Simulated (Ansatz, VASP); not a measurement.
## AlN in VASP and in Ansatz

```
Al N
1.0
    -3.11356    0.00000    0.00000
     0.00000    5.39284    0.00000
     1.55678   -2.69642   -4.98335
Al N
4 4
Direct
  0.99925 0.32656 0.99850
  0.49925 0.82656 0.99850
  0.24925 0.92193 0.49850
  0.74925 0.42193 0.49850
  0.80825 0.12860 0.61650
  0.30825 0.62860 0.61650
  0.05825 0.73790 0.11650
  0.55825 0.23790 0.11650
```

Change from the starting cell: mode 4 frozen in at +0.000 Å and mode 15 at -0.070 Å (largest displacements).

Alike in both runs: task single point; functional PBEsol; k mesh 8 × 8 × 8; occupations gaussian, width 0.05 eV; no spin polarisation.

|  | VASP | Ansatz |
| --- | --- | --- |
| version | VASP 6.6.1 | Ansatz 0.2.0 |
| potentials or method | VASP PAW PBE potentials, release 64 (Al, N), cutoff 520 eV | scalar-relativistic, plane waves, PAW |
| valence electrons in the cell | 32 | 32 |

Ansatz gave:

```
gap on the k mesh at the Fermi level (eV)                     : 4.06
least direct gap on the mesh (eV)                             : 4.06
pressure (GPa)                                                : 1.4
traceless stress, the component that is largest in VASP (GPa) : 7.68
rms of the force components (eV/Å)                            : 0.700
```

Problem. Which values does VASP return?

Solution. gap on the k mesh at the Fermi level (eV): 4.07; least direct gap on the mesh (eV): 4.07; pressure (GPa): 1.4; traceless stress, the component that is largest in VASP (GPa): 7.79; rms of the force components (eV/Å): 0.706.

VASP's potentials were made for PBE, not for PBEsol, and Ansatz warns of the same on its side. Atom by atom the forces differ by 0.006 eV/Å (rms over components).
